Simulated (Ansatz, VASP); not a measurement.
# Al in VASP and in Ansatz

```xyz
4
Lattice="2.6962 0.0000 0.0000 -1.3481 2.3350 0.0000 0.0000 0.0000 9.2410" Properties=species:S:1:pos:R:3 pbc="T T T"
Al    0.0000    0.0000    0.0000
Al    0.0000    1.5567    2.3103
Al    0.0000    0.0000    4.6205
Al    1.3481    0.7783    6.9308
```

Alike in both runs: task single point; functional PBE; dispersion D3(BJ); k mesh 18 × 18 × 4; occupations gaussian, width 0.15 eV; no spin polarisation.

|  | VASP | Ansatz |
| --- | --- | --- |
| version | VASP 6.6.1 | Ansatz 0.2.0 |
| potentials or method | VASP PAW PBE potentials, release 64 (Al), cutoff 520 eV | scalar-relativistic, plane waves, PAW |
| valence electrons in the cell | 12 | 12 |

|  | VASP | Ansatz | Ansatz less VASP |
| --- | --- | --- | --- |
| gap on the k mesh at the Fermi level (eV) | none | none | - |
| pressure (GPa) | 9.3 | 9.3 | -0.01 |
| traceless stress, the component that is largest in VASP (GPa) | -3.81 | -3.81 | -0.003 |

A gap of «none» marks a metal or a gap that the smearing closes.
